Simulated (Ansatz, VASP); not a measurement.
**Two plane-wave programs on LiHg2**

```
Li Hg
1.0
     0.00000    4.19641    4.19641
     4.19641    0.00000    4.19641
     4.19641    4.19641    0.00000
Li Hg
2 4
Direct
  0.50000 0.50000 0.50000
  0.75000 0.75000 0.75000
  0.12500 0.12500 0.12500
  0.62500 0.12500 0.12500
  0.12500 0.12500 0.62500
  0.12500 0.62500 0.12500
```

Alike in both runs: task relaxation of cell and atoms; functional PBE; k mesh 8 × 8 × 8; occupations gaussian, width 0.1 eV; no spin polarisation.

|  | VASP | Ansatz |
| --- | --- | --- |
| version | VASP 6.6.1 | Ansatz 0.2.0 |
| potentials or method | VASP PAW PBE potentials, release 64 (Li_sv, Hg), cutoff 600 eV | scalar-relativistic, plane waves, PAW |
| valence electrons in the cell | 54 | 86 |

|  | VASP | Ansatz | Ansatz less VASP |
| --- | --- | --- | --- |
| gap on the k mesh at the Fermi level, each at its own relaxed structure (eV) | none | none | - |
| relaxed volume (Å³/atom) | 25.00 | 24.77 | -0.235 |
| relaxed cell length with the largest relative difference (Å) | 5.964 | 5.945 | -0.0188 |

A gap of «none» marks a metal or a gap that the smearing closes. VASP's potentials hold 54 valence electrons a cell and Ansatz's 86, so a difference there can come from the potentials and not from the codes.

Spin-orbit coupling is off throughout. Noted on VASP's run: the cutoff is short for stress, so the pressure is rough.
